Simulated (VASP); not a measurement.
# Pt (P6/mmm) in VASP: a series of runs

The runs below take Pt through single point, with r2SCAN.

All numbers are computed with VASP 6.6.1; they aren't measurements. Logs are shortened: lines on timing, memory, paths and dates and some standing lists are left out, and cuts for length are marked.

## Step 1: The cell of the first run

Symmetry: P6/mmm, No. 191, hexagonal system. Conventional cell: a = 4.440 Å, b = 4.440 Å, c = 2.646 Å, α = 90.00°, β = 90.00°, γ = 120.00°. Within 3.5 Å of Pt (site symmetry 6/mmm) lie 14 Pt at 2.65 to 2.88 Å. Within 3.4 Å of Pt (site symmetry -6m2) lie 11 Pt at 2.56 to 2.88 Å.

This isn't the form of Pt at room conditions, which is fcc.

## Step 2: Single point, r2SCAN (15.05 Å³/atom)

Input file POSCAR:

```
Pt
1.0
    4.4399521037      0.0000000000      0.0000000000
   -2.2199760518      3.8451113134      0.0000000000
    0.0000000000      0.0000000000      2.6455363767
Pt
3
Direct
    1.0000000000      0.0000000000      1.0000000000
    0.3333333333      0.6666666667      0.5000000000
    0.6666666667      0.3333333333      0.5000000000
```

Input file INCAR.step1:

```
PREC     = Accurate       # precision mode
ENCUT    = 520            # plane-wave cutoff, eV
ISMEAR   = -1             # smearing method
SIGMA    = 0.1            # smearing width, eV
LREAL    = F              # projectors in reciprocal space
LASPH    = T              # aspherical terms in the spheres
NELM     = 100            # most SCF steps
NBANDS   = 22             # bands
GGA      = PE             # functional
ALGO     = Normal         # electronic algorithm
EDIFF    = 1E-4           # SCF threshold, eV
LWAVE    = T              # write WAVECAR
LCHARG   = F              # write CHGCAR
```

Input file INCAR.step2:

```
PREC     = Accurate       # precision mode
ENCUT    = 520            # plane-wave cutoff, eV
EDIFF    = 1E-7           # SCF threshold, eV
ISMEAR   = -1             # smearing method
SIGMA    = 0.1            # smearing width, eV
LREAL    = F              # projectors in reciprocal space
LASPH    = T              # aspherical terms in the spheres
NELM     = 100            # most SCF steps
ALGO     = Normal         # electronic algorithm
ISIF     = 2              # what is computed and relaxed
LWAVE    = F              # write WAVECAR
LCHARG   = F              # write CHGCAR
METAGGA  = R2SCAN         # meta-GGA
LMIXTAU  = T            
NBANDS   = 22             # bands
ISTART   = 1
```

Input file KPOINTS:

```
regular mesh
0
Gamma
  9 9 13
```

Potentials or basis: VASP PAW PBE potentials, release 64 (Pt).

Started as:

```
$ cat potpaw_PBE.64/Pt/POTCAR > POTCAR
$ cp INCAR.step1 INCAR
$ mpirun -np 1 vasp_std > vasp.out
$ cp INCAR.step2 INCAR
$ mpirun -np 1 vasp_std > vasp.out
```

OUTCAR:

```text
PREC = Accurate
   ENCUT = 520
   EDIFF = 1E-7
   ISMEAR = -1
   LREAL = F
   LASPH = T
   NELM = 100
   ISIF = 2
   METAGGA = R2SCAN
   ISTART = 1

 ion  position               nearest neighbor table
   1  0.000  0.000  0.000-   2 2.88   3 2.88   2 2.88   3 2.88   2 2.88   2 2.88   3 2.88   3 2.88
                             3 2.88   3 2.88   2 2.88   2 2.88
   2  0.333  0.667  0.500-   3 2.56   3 2.56   3 2.56   1 2.88   1 2.88   1 2.88   1 2.88   1 2.88
                             1 2.88
   3  0.667  0.333  0.500-   2 2.56   2 2.56   2 2.56   1 2.88   1 2.88   1 2.88   1 2.88   1 2.88
                             1 2.88

  LATTYP: Found a hexagonal cell.
 ALAT       =     4.4399521037
 C/A-ratio  =     0.5958479540

  Lattice vectors:

 A1 = (   4.4399521037,   0.0000000000,   0.0000000000)
 A2 = (  -2.2199760518,   3.8451113134,   0.0000000000)
 A3 = (   0.0000000000,   0.0000000000,   2.6455363767)

Analysis of symmetry for initial positions (statically):
=====================================================================
 Subroutine PRICEL returns:
 Original cell was already a primitive cell.

 Routine SETGRP: Setting up the symmetry group for a
 hexagonal supercell.

 Subroutine GETGRP returns: Found 24 space group operations
 (whereof 24 operations were pure point group operations)
 out of a pool of 24 trial point group operations.

The static configuration has the point symmetry D_6h.

Analysis of symmetry for dynamics (positions and initial velocities):
=====================================================================
 Subroutine PRICEL returns:
 Original cell was already a primitive cell.

 Routine SETGRP: Setting up the symmetry group for a
 hexagonal supercell.

 Subroutine GETGRP returns: Found 24 space group operations
 (whereof 24 operations were pure point group operations)
 out of a pool of 24 trial point group operations.

The dynamic configuration has the point symmetry D_6h.

 Subroutine INISYM returns: Found 24 space group operations
 (whereof 24 operations are pure point group operations),
 and found     1 'primitive' translations

----------------------------------------------------------------------------------------

                                     Primitive cell

  volume of cell :      45.1649

  direct lattice vectors                    reciprocal lattice vectors
     4.439952104  0.000000000  0.000000000     0.225227655  0.130035247  0.000000000
    -2.219976052  3.845111313  0.000000000     0.000000000  0.260070494  0.000000000
     0.000000000  0.000000000  2.645536377     0.000000000  0.000000000  0.377995180

  length of vectors
     4.439952104  4.439952104  2.645536377     0.260070494  0.260070494  0.377995180

  position of ions in fractional coordinates (direct lattice)
     0.000000000  0.000000000  0.000000000
     0.333333333  0.666666667  0.500000000
     0.666666667  0.333333333  0.500000000

  ion indices of the primitive-cell ions
   primitive index   ion index
                 1           1
                 2           2
                 3           3

----------------------------------------------------------------------------------------

 KPOINTS: regular mesh

Automatic generation of k-mesh.
 Grid dimensions read from file:
 generate k-points for:    9    9   13

 Generating k-lattice:

  Cartesian coordinates                     Fractional coordinates (reciprocal lattice)
     0.025025295  0.014448361  0.000000000     0.111111111  0.000000000  0.000000000
     0.000000000  0.028896722  0.000000000     0.000000000  0.111111111  0.000000000
     0.000000000  0.000000000  0.029076552     0.000000000  0.000000000  0.076923077

  Length of vectors
     0.028896722  0.028896722  0.029076552

  Shift w.r.t. Gamma in fractional coordinates (k-lattice)
     0.000000000  0.000000000  0.000000000

 Subroutine IBZKPT returns following result:
 ===========================================

 Found     84 irreducible k-points:

 Following reciprocal coordinates:
            Coordinates               Weight
  0.000000  0.000000  0.000000      1.000000
  0.111111  0.000000  0.000000      6.000000
  0.222222  0.000000  0.000000      6.000000
  0.333333  0.000000  0.000000      6.000000
  0.444444  0.000000  0.000000      6.000000
  0.111111  0.111111  0.000000      6.000000
[... 16 lines left out ...]
  0.333333  0.222222  0.076923     24.000000
  0.333333  0.333333  0.076923      4.000000
 [... further k-points ...]
   k-points           NKPTS =     84   k-points in BZ     NKDIM =     84   number of bands    NBANDS=     22
   number of dos      NEDOS =    301   number of ions     NIONS =      3
   total plane-waves  NPLWV =  25920
   dimension x,y,z NGX =    36 NGY =   36 NGZ =   20
   dimension x,y,z NGXF=    72 NGYF=   72 NGZF=   40
   ions per type =               3
   NGX,Y,Z   is equivalent  to a cutoff of  13.48, 13.48, 12.57 a.u.
   NGXF,Y,Z  is equivalent  to a cutoff of  26.96, 26.96, 25.14 a.u.
[... 36 lines left out ...]
   LHFCALC =     F    Hartree Fock is set to
   AEXX    =    0.0000 exact exchange contribution
   IVDW    =     0    specifies the selected vdW correction
   LEPSILON=     F    determine dielectric tensor
   LRPA    =     F    only Hartree local field effects (RPA)
 non-spin polarized calculation
  energy-cutoff  :      520.00
  volume of cell :       45.16
 maximum number of plane-waves:      1239
 NGX is ok and might be reduce to    36
   NGX = 17   NGY = 17   NGZ =  9

 number of electron      30.0000002 magnetization

 Free energy of the ion-electron system (eV)
  ---------------------------------------------------
  ext. energy  EPLUGINS =         0.00000000
  ---------------------------------------------------
  free energy    TOTEN  =      -154.06058664 eV

  energy without entropy =     -153.90341525  energy(sigma->0) =     -153.98200094

 E-fermi :  10.9841     XC(G=0): -14.6158

 val. band max:       10.9815469200   @ k =   0.3333   0.2222   0.2308
 cond. band min:      10.9926264202   @ k =   0.0000   0.0000   0.1538
 fundamental gap:      0.0110795002
 Fermi energy:        10.9841302406

 k-point     1 :       0.0000    0.0000    0.0000
  band No.  band energies     occupation
      1       0.5572      2.00000
      2       3.9566      2.00000
      3       5.6922      2.00000
      4       6.4567      2.00000
      5       6.4567      2.00000
      6       6.4804      2.00000
[... 14 lines left out ...]
     21      19.0174      0.00000
     22      19.0174      0.00000

 k-point     2 :       0.1111    0.0000    0.0000
  band No.  band energies     occupation
      1       0.7380      2.00000
      2       4.0032      2.00000
      3       5.4333      2.00000
      4       5.7979      2.00000
      5       6.0029      2.00000
      6       6.4354      2.00000
[... 14 lines left out ...]
     21      20.8778      0.00000
     22      21.0841      0.00000

 k-point     3 :       0.2222    0.0000    0.0000
  band No.  band energies     occupation
      1       1.2590      2.00000
      2       4.0659      2.00000
      3       4.7874      2.00000
      4       5.3825      2.00000
      5       5.7337      2.00000
      6       6.2911      2.00000
[... 14 lines left out ...]
     21      22.7697      0.00000
     22      23.1008      0.00000

 k-point     4 :       0.3333    0.0000    0.0000
  band No.  band energies     occupation
      1       2.0496      2.00000
      2       3.8075      2.00000
      3       4.4790      2.00000
      4       5.0897      2.00000
      5       5.6394      2.00000
      6       6.0117      2.00000
[... 14 lines left out ...]
     21      24.5061      0.00000
     22      24.6497      0.00000

 k-point     5 :       0.4444    0.0000    0.0000
  band No.  band energies     occupation
      1       2.9537      2.00000
      2       3.5243      2.00000
      3       3.9469      2.00000
      4       5.2462      2.00000
      5       5.6302      2.00000
      6       5.6465      2.00000
[... 417 lines left out ...]
 k-point    22 :       0.2222    0.2222    0.0769
  band No.  band energies     occupation
      1       2.5796      2.00000
      2       3.8582      2.00000
      3       4.2862      2.00000
      4       5.1271      2.00000
      5       5.7710      2.00000
      6       6.3265      2.00000
[... 14 lines left out ...]
     21      25.6318      0.00000
     22      25.8344      0.00000

 k-point    23 :       0.3333    0.2222    0.0769
  band No.  band energies     occupation
      1       3.1641      2.00000
      2       3.6741      2.00000
      3       3.9676      2.00000
      4       5.4342      2.00000
      5       5.6607      2.00000
      6       6.1135      2.00000
[... 14 lines left out ...]
     21      25.1171      0.00000
     22      26.6741      0.00000

 k-point    24 :       0.3333    0.3333    0.0769
  band No.  band energies     occupation
      1       3.2176      2.00000
      2       3.8070      2.00000
      3       3.8070      2.00000
      4       5.5992      2.00000
      5       5.5992      2.00000
      6       6.0876      2.00000
[... 14 lines left out ...]
     21      22.9434      0.00000
     22      27.2799      0.00000

 [... further k-points ...]
[... 5 lines left out ...]
  --------------------------------------------------------------------------------------
  -------------------------------------------------------------------------------------
  Total        3.4245361      3.4245361      3.6682401      0.0000000     -0.0000000      0.0000000
  in kB      121.4818477    121.4818477    130.1269950      0.0000000     -0.0000000      0.0000000
  external PRESSURE =     124.3635635 kB  Pullay stress =       0.0000000 kB

 VOLUME and BASIS-vectors are now :
 -----------------------------------------------------------------------------
  energy-cutoff  :      520.00
  volume of cell :       45.16
      direct lattice vectors                 reciprocal lattice vectors
     4.439952104  0.000000000  0.000000000     0.225227655  0.130035247  0.000000000
    -2.219976052  3.845111313  0.000000000     0.000000000  0.260070494  0.000000000
     0.000000000  0.000000000  2.645536377     0.000000000  0.000000000  0.377995180

 POSITION                                       TOTAL-FORCE (eV/Angst)
 -----------------------------------------------------------------------------------
      0.00000      0.00000      0.00000        -0.000000      0.000000      0.000000
     -0.00000      2.56341      1.32277        -0.000000      0.000000     -0.000000
      2.21998      1.28170      1.32277         0.000000     -0.000000      0.000000
 -----------------------------------------------------------------------------------
    total drift:                                0.000000      0.000000     -0.000000

  FREE ENERGIE OF THE ION-ELECTRON SYSTEM (eV)
  ---------------------------------------------------
  free  energy   TOTEN  =      -154.0605866403 eV

  energy  without entropy=     -153.9034152477  energy(sigma->0) =     -153.98200094
```

It took 3.5 min on 1 thread of AMD EPYC 9R45 (Zen 5), shared host; peak memory 0.18 GiB.

Results:

- Free energy: -154.0606 eV
- Pressure: 12.4 GPa
- Band gap on the k mesh: zero (bands 15 and 16 overlap by 1.55 eV)

Caveat: the cell stands under pressure; the PAW data sets were made with another functional, which shifts forces and pressure a little; spin-orbit coupling is left out, which moves the levels of the heavy elements.

## Step 3: Single point, r2SCAN (15.68 Å³/atom)

This run uses another cell than the first one, of 15.68 Å³/atom.

Input file POSCAR:

```
Pt
1.0
    4.5007809242      0.0000000000      0.0000000000
   -2.2503904621      3.8977906172      0.0000000000
    0.0000000000      0.0000000000      2.6817811049
Pt
3
Direct
    1.0000000000      0.0000000000      1.0000000000
    0.3333333333      0.6666666667      0.5000000000
    0.6666666667      0.3333333333      0.5000000000
```

Input file INCAR.step1:

```
SYSTEM = Pt
PREC = Accurate
ENCUT = 520
ISMEAR = -1
SIGMA = 0.1
LREAL = .False.
LASPH = .True.
NELM = 80
NBANDS = 22
GGA = PE
ALGO = Normal
EDIFF = 1E-4
LWAVE = .True.
LCHARG = .False.
```

Input file INCAR.step2:

```
SYSTEM = Pt
PREC = Accurate
ENCUT = 520
EDIFF = 1E-7
ISMEAR = -1
SIGMA = 0.1
LREAL = .False.
LASPH = .True.
NELM = 80
ALGO = Normal
ISIF = 2
LWAVE = .False.
LCHARG = .True.
METAGGA = R2SCAN
LMIXTAU = .True.
LELF = .True.
LVHAR = .True.
NBANDS = 22
ISTART = 1
```

Input file KPOINTS:

```
regular mesh
0
Gamma
  9 9 13
  0 0 0
```

Potentials or basis: VASP PAW PBE potentials, release 64 (Pt).

Started as:

```
$ cat potpaw_PBE.64/Pt/POTCAR > POTCAR
$ cp INCAR.step1 INCAR
$ mpirun -np 1 vasp_std > vasp.out
$ cp INCAR.step2 INCAR
$ mpirun -np 1 vasp_std > vasp.out
```

Run time: 3.5 min. Hardware: 1 thread of AMD EPYC 9R45 (Zen 5), shared host; peak memory 0.19 GiB.

The run converged. Its results:

```
Free energy            : -154.1349 eV
Pressure               : 0.6 GPa
Band gap on the k mesh : zero (bands 15 and 16 overlap by 1.46 eV)
```

Stress tensor (GPa, compression positive):
```
0.36 0.00 0.00
0.00 0.36 0.00
0.00 0.00 1.06
```

Levels at points of the mesh, in eV from the Fermi level:
```
           k point  band 12  band 13  band 14  band 15  band 16  band 17  band 18  band 19
(0.00, 0.00, 0.00)    -2.09    -1.92    -1.92     0.30     0.30     5.32     6.36     7.70
```

Caveat: the PAW data sets were made with another functional, which shifts forces and pressure a little; spin-orbit coupling is left out, which moves the levels of the heavy elements.

## Step 4: Single point, r2SCAN (16.31 Å³/atom)

This run uses another cell than the first one, of 16.31 Å³/atom.

Input file POSCAR:

```
Pt
1.0
    4.5600085179      0.0000000000      0.0000000000
   -2.2800042589      3.9490832179      0.0000000000
    0.0000000000      0.0000000000      2.7170717454
Pt
3
Direct
    1.0000000000      0.0000000000      1.0000000000
    0.3333333333      0.6666666667      0.5000000000
    0.6666666667      0.3333333333      0.5000000000
```

Input file INCAR.step1:

```
PREC = Accurate ; ENCUT = 520
ISMEAR = -1 ; SIGMA = 0.1
LREAL = False ; LASPH = True
NELM = 80 ; NBANDS = 22
GGA = PE ; ALGO = Normal
EDIFF = 1E-4 ; LWAVE = True
LCHARG = False
```

Input file INCAR.step2:

```
PREC = Accurate ; ENCUT = 520
EDIFF = 1E-7 ; ISMEAR = -1
SIGMA = 0.1 ; LREAL = False
LASPH = True ; NELM = 80
ALGO = Normal ; ISIF = 2
LWAVE = False ; LCHARG = False
METAGGA = R2SCAN ; LMIXTAU = True
NBANDS = 22 ; ISTART = 1
```

Input file KPOINTS:

```
Automatic mesh
0
Gamma
  9 9 13
```

Started as:

```
$ cat potpaw_PBE.64/Pt/POTCAR > POTCAR
$ cp INCAR.step1 INCAR
$ mpirun -np 1 vasp_std > vasp.out
$ cp INCAR.step2 INCAR
$ mpirun -np 1 vasp_std > vasp.out
```

Wall time 3.6 min (1 thread of AMD EPYC 9R45 (Zen 5), shared host); peak memory 0.19 GiB.

The run converged. Its results:

```
Free energy            : -154.0866 eV
Pressure               : -8.5 GPa
Band gap on the k mesh : zero (bands 15 and 16 overlap by 1.36 eV)
```

Stress tensor (GPa, compression positive):
```
-8.71  0.00  0.00
 0.00 -8.71  0.00
 0.00  0.00 -8.17
```

Levels at points of the mesh, in eV from the Fermi level:
```
           k point  band 11  band 12  band 13  band 14  band 15  band 16  band 17  band 18  band 19  band 20
(0.00, 0.00, 0.00)    -1.97    -1.97    -1.79    -1.79     0.27     0.27     5.11     6.13     7.50     7.50
```

Caveat: the cell stands under tension; the PAW data sets were made with another functional, which shifts forces and pressure a little; spin-orbit coupling is left out, which moves the levels of the heavy elements.

## Step 5: Single point, r2SCAN (16.94 Å³/atom)

This run uses another cell than the first one, of 16.94 Å³/atom.

Input file POSCAR:

```
Pt
1.0
    4.6177362730      0.0000000000      0.0000000000
   -2.3088681365      3.9990769204      0.0000000000
    0.0000000000      0.0000000000      2.7514687102
Pt
3
Direct
    1.0000000000      0.0000000000      1.0000000000
    0.3333333333      0.6666666667      0.5000000000
    0.6666666667      0.3333333333      0.5000000000
```

Input file INCAR.step1:

```
PREC = Accurate
ENCUT = 520
ISMEAR = -1
SIGMA = 0.1
LREAL = False
LASPH = True
NELM = 80
NBANDS = 22
GGA = PE
ALGO = Normal
EDIFF = 1E-4
LWAVE = True
LCHARG = False
```

Input file INCAR.step2:

```
PREC = Accurate
ENCUT = 520
EDIFF = 1E-6
ISMEAR = -1
SIGMA = 0.1
LREAL = False
LASPH = True
NELM = 80
ALGO = Normal
ISIF = 2
LWAVE = False
LCHARG = False
METAGGA = R2SCAN
LMIXTAU = True
NBANDS = 22
ISTART = 1
```

KPOINTS is that of step 4.

Started as:

```
$ cat potpaw_PBE.64/Pt/POTCAR > POTCAR
$ cp INCAR.step1 INCAR
$ mpirun -np 1 vasp_std > vasp.out
$ cp INCAR.step2 INCAR
$ mpirun -np 1 vasp_std > vasp.out
```

Run time: 2.8 min. Hardware: 1 thread of AMD EPYC 9R45 (Zen 5), shared host; peak memory 0.19 GiB.

It converged, with:

```
Free energy            : -153.9442 eV
Pressure               : -15.5 GPa
Band gap on the k mesh : zero (bands 15 and 16 overlap by 1.21 eV)
```

Stress tensor (GPa, compression positive):
```
-15.66   0.00   0.00
  0.00 -15.66   0.00
  0.00   0.00 -15.25
```

Levels at points of the mesh, in eV from the Fermi level:
```tsv
k point	band 11	band 12	band 13	band 14	band 15	band 16	band 17	band 18	band 19	band 20
(0.00, 0.00, 0.00)	-1.85	-1.85	-1.68	-1.68	0.24	0.24	4.90	5.90	7.31	7.31
```

Caveat: the cell stands under tension; the PAW data sets were made with another functional, which shifts forces and pressure a little; spin-orbit coupling is left out, which moves the levels of the heavy elements.

## Step 6: Overview

```tsv
cell	gap on the mesh (eV)	pressure (GPa)
a = 4.440, b = 4.440, c = 2.646 Å, angles 90.0, 90.0, 120.0°, 3 atoms	none	12.4
a = 4.501, b = 4.501, c = 2.682 Å, angles 90.0, 90.0, 120.0°, 3 atoms	none	0.6
a = 4.560, b = 4.560, c = 2.717 Å, angles 90.0, 90.0, 120.0°, 3 atoms	none	-8.5
a = 4.618, b = 4.618, c = 2.751 Å, angles 90.0, 90.0, 120.0°, 3 atoms	none	-15.5
```

Alike in all rows: task single point; level r2SCAN; potentials or basis VASP PAW PBE potentials, release 64 (Pt); no spin polarisation; k mesh 9 × 9 × 13; cutoff (eV) 520; smearing fermi-dirac 0.1 eV.

Caveats: the PAW data sets were made with another functional, which shifts forces and pressure a little; spin-orbit coupling is left out, which moves the levels of the heavy elements; the cell stands under tension (at least some runs); the cell stands under pressure (at least some runs).

Total energies depend on the potentials used, so only differences within one code and one set of settings carry meaning.
